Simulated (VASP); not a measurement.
BN, 2 atoms in the cell. The structure is orthorhombic, space group Fmm2 (No. 42). Conventional cell: a = 2.503 Å, b = 6.991 Å, c = 4.332 Å, α = 90.00°, β = 90.00°, γ = 90.00°. B (site symmetry mm2) has 3 N at 1.44 Å within 1.9 Å. N (site symmetry mm2) has 3 B at 1.44 Å within 1.9 Å. 

| Quantity | Value |
| --- | --- |
| Program | VASP 6.6.1 |
| Task | single point |
| Functional | PBE |
| Potentials or basis | VASP PAW PBE potentials, release 64 (B, N) |
| Cutoff | 520 eV |
| k mesh | 12 × 12 × 12 |
| Occupations | methfessel-paxton, width 0.78 eV |
| Spin | no spin polarisation |
| Dipole correction | no |
| Further INCAR settings | ALGO = Normal; EDIFF = 1e-06; NBANDS = 11 |

Potentials or basis: VASP PAW PBE potentials, release 64 (B, N).

Run with:

```sh
$ cat potpaw_PBE.64/B/POTCAR potpaw_PBE.64/N/POTCAR > POTCAR
$ mpirun -np 1 vasp_std > vasp.out
```

Hardware: 1 thread of Intel(R) Xeon(R) Platinum 8488C (Sapphire Rapids), with other jobs on the host.

Question: How long does it take, and how much memory?

Answer: Run time: 48 s on 1 thread of Intel(R) Xeon(R) Platinum 8488C (Sapphire Rapids), on a shared host, peak memory 0.18 GiB. Counts: scf iterations 13, k points 280.
